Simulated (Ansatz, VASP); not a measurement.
Two plane-wave programs on MgS

```
Mg S
1.0
     4.35739    0.00000    0.00000
    -2.17870    3.77361    0.00000
     0.00000    0.00000    6.17500
Mg S
2 2
Direct
  0.66667 0.33333 0.49575
  0.33333 0.66667 0.99575
  0.33333 0.66667 0.37924
  0.66667 0.33333 0.87924
```

Change from the starting cell: strain +0.080 along x and y, -0.040 along z, atoms carried along.

Alike in both runs: task single point; functional PBEsol; k mesh 6 × 6 × 4; occupations gaussian, width 0.05 eV; no spin polarisation.

|  | VASP | Ansatz |
| --- | --- | --- |
| version | VASP 6.6.1 | Ansatz 0.2.0 |
| potentials or method | VASP PAW PBE potentials, release 64 (Mg, S), cutoff 520 eV | scalar-relativistic, plane waves, PAW |
| valence electrons in the cell | 16 | 32 |

Ansatz gave:

| Quantity | Value |
| --- | --- |
| gap on the k mesh at the Fermi level (eV) | 2.62 |
| least direct gap on the mesh (eV) | 2.62 |
| pressure (GPa) | -4.7 |
| traceless stress, the component that is largest in VASP (GPa) | 5.81 |
| rms of the force components (eV/Å) | 0.397 |

Task: What did VASP give for the same quantities?

Result: gap on the k mesh at the Fermi level (eV): 2.62; least direct gap on the mesh (eV): 2.62; pressure (GPa): -4.8; traceless stress, the component that is largest in VASP (GPa): 5.83; rms of the force components (eV/Å): 0.396.

VASP's potentials were made for PBE, not for PBEsol. Atom by atom the forces differ by 0.001 eV/Å (rms over components). VASP's potentials hold 16 valence electrons a cell and Ansatz's 32, so a difference there can come from the potentials and not from the codes.
